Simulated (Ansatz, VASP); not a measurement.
## MnInI3 in VASP and in Ansatz

File POSCAR:

```
MnInI3
1.0
    6.2290380000      0.0000000000      0.0000000000
    0.0000000000      6.2290380000      0.0000000000
    0.0000000000      0.0000000000      6.2290380000
In I Mn
1 3 1
Direct
    0.5000000000      0.5000000000      0.5000000000
    0.0000000000      0.5000000000      0.5000000000
    0.5000000000      0.0000000000      0.5000000000
    0.5000000000      0.5000000000      0.0000000000
    0.0000000000      0.0000000000      0.0000000000
```

Contents of INCAR.step1:

```
SYSTEM = MnInI3
PREC = Accurate
ENCUT = 520
ISMEAR = -1
SIGMA = 0.1
LREAL = .False.
LASPH = .True.
NELM = 60
NBANDS = 32
GGA = PE
ALGO = Normal
EDIFF = 1E-4
LWAVE = .True.
LCHARG = .False.
```

Contents of INCAR.step2:

```
SYSTEM = MnInI3
PREC = Accurate
ENCUT = 520
EDIFF = 1E-7
ISMEAR = -1
SIGMA = 0.1
LREAL = .False.
LASPH = .True.
NELM = 60
ALGO = Normal
ISIF = 2
LWAVE = .False.
LCHARG = .False.
METAGGA = R2SCAN
LMIXTAU = .True.
NBANDS = 32
ISTART = 1
```

File KPOINTS:

```
Automatic mesh
0
Gamma
  6 6 6
  0 0 0
```

Input for Ansatz:

```yaml
crystal:
  lattice:
    - [6.229038, 0.0, 0.0]
    - [0.0, 6.229038, 0.0]
    - [0.0, 0.0, 6.229038]
  atoms:
    - { symbol: In, position: [0.5, 0.5, 0.5] }
    - { symbol: I, position: [0.0, 0.5, 0.5] }
    - { symbol: I, position: [0.5, 0.0, 0.5] }
    - { symbol: I, position: [0.5, 0.5, 0.0] }
    - { symbol: Mn, position: [0.0, 0.0, 0.0] }
  symmetry: { tolerance: 0.0003 }
kpoints:
  mp_grid: { grid: [6, 6, 6], shift: [0, 0, 0] }
  band_path:
    path:
      - [0.0, 0.0, 0.0]
      - [0.0, 0.5, 0.0]
      - [0.5, 0.5, 0.0]
      - [0.0, 0.0, 0.0]
      - [0.5, 0.5, 0.5]
      - [0.0, 0.5, 0.0]
      - [0.5, 0.5, 0.5]
      - [0.5, 0.5, 0.0]
    npoints: 8
magnetization:
  spin_polarized: false
scf:
  occupations: { method: fermi_dirac }
  lower_state_search: "off"
  max_iter: 200
hamiltonian:
  pseudopotentials: { kind: paw }
  xc: r2scan
basis:
  ecutwfc: 500
  fft_grid_basis: typed
output:
  forces: true
  stress: true
  eigenvalues: true
  bader: true
  populations: true
  elf: true
  write_potential: true
  volumetric_format: npy
  dos:
    e_range: [-12, 8]
    de: 0.05
    projected: { site_lists: { I: [I], In: [In], Mn: [Mn] } }
checkpoint:
  read: saved_state
```

Alike in both runs: task single point; functional r2SCAN; k mesh 6 × 6 × 6; no spin polarisation.

|  | VASP | Ansatz |
| --- | --- | --- |
| version | VASP 6.6.1 | Ansatz 0.2.0 |
| potentials or method | VASP PAW PBE potentials, release 64 (In_d, I, Mn_pv), cutoff 520 eV | PAW plane waves |
| occupations | fermi-dirac, width 0.1 eV | fermi-dirac |
| valence electrons in the cell | 47 | 79 |

```csv
,VASP,Ansatz,Ansatz less VASP
pressure (GPa),-2.2,-2.2,0.00
```

VASP's potentials were made for PBE, not for r2SCAN. VASP's potentials hold 47 valence electrons a cell and Ansatz's 79, so a difference there can come from the potentials and not from the codes.

Spin-orbit coupling is off throughout.
